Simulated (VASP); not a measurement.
Input of a VASP 6.6.1 run:

The input INCAR:

```
SYSTEM = NaI
  ALGO = Normal
  EDIFF = 1E-6
  ENCUT = 520
  GGA = PE
  ISIF = 2
  ISMEAR = 0
  LASPH = .True.
  LCHARG = .True.
  LELF = .True.
  LREAL = .False.
  LVHAR = .True.
  LWAVE = .False.
  NBANDS = 14
  NELM = 80
  PREC = Accurate
  SIGMA = 0.01
```

Contents of KPOINTS:

```
k-points
0
Gamma
  6 6 6
  0 0 0
```

Contents of POSCAR:

```
NaI
1.0
    0.0000000000      3.1957487603      3.1957487603
    3.1957487603      0.0000000000      3.1957487603
    3.1957487603      3.1957487603      0.0000000000
Na I
1 1
Direct
    0.0000000000      0.0000000000      0.0000000000
    0.5000000000      0.5000000000      0.5000000000
```

Potentials or basis: VASP PAW PBE potentials, release 64 (Na_pv, I).

Launch:

```sh
$ cat potpaw_PBE.64/Na_pv/POTCAR potpaw_PBE.64/I/POTCAR > POTCAR
$ mpirun -np 1 vasp_std > vasp.out
```

**Question.** Predict the band gap on the k mesh.

**Answer.** 3.74 eV.

**Question.** Estimate the pressure.

**Answer.** 1.2 GPa.

Caveat: spin-orbit coupling is left out, which moves the levels of the heavy elements.
